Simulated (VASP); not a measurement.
Here is a VASP 6.6.1 calculation.

File INCAR:

```
SYSTEM = Re
PREC = Accurate
ENCUT = 520
EDIFF = 1E-6
ISMEAR = 0
SIGMA = 0.15
LREAL = .FALSE.
LASPH = .TRUE.
NELM = 80
ALGO = Normal
ISIF = 2
LWAVE = .FALSE.
LCHARG = .FALSE.
GGA = PS
NBANDS = 14
```

KPOINTS

```
regular mesh
0
G
  18 18 10
  0 0 0
```

POSCAR

```
Re
1.0
    2.7961000000      0.0000000000      0.0000000000
   -1.3980500000      2.4214936315      0.0000000000
    0.0000000000      0.0000000000      4.0878000000
Re
2
Direct
    0.3333333333      0.6666666667      0.2500000000
    0.6666666667      0.3333333333      0.7500000000
```

Potentials or basis: VASP PAW PBE potentials, release 64 (Re).

Launch:

```bash
$ cat potpaw_PBE.64/Re/POTCAR > POTCAR
$ mpirun -np 1 vasp_std > vasp.out
```

Estimate the pressure.

26.8 GPa.

Estimate the band gap on the k mesh.

zero (bands 7 and 8 overlap by 3.57 eV).

Stress tensor (GPa, compression positive):
```
11.65  0.00  0.00
 0.00 11.65  0.00
 0.00  0.00 57.02
```

Caveat: the cell stands under pressure; the PAW data sets were made with another functional, which shifts forces and pressure a little; spin-orbit coupling is left out, which moves the levels of the heavy elements.
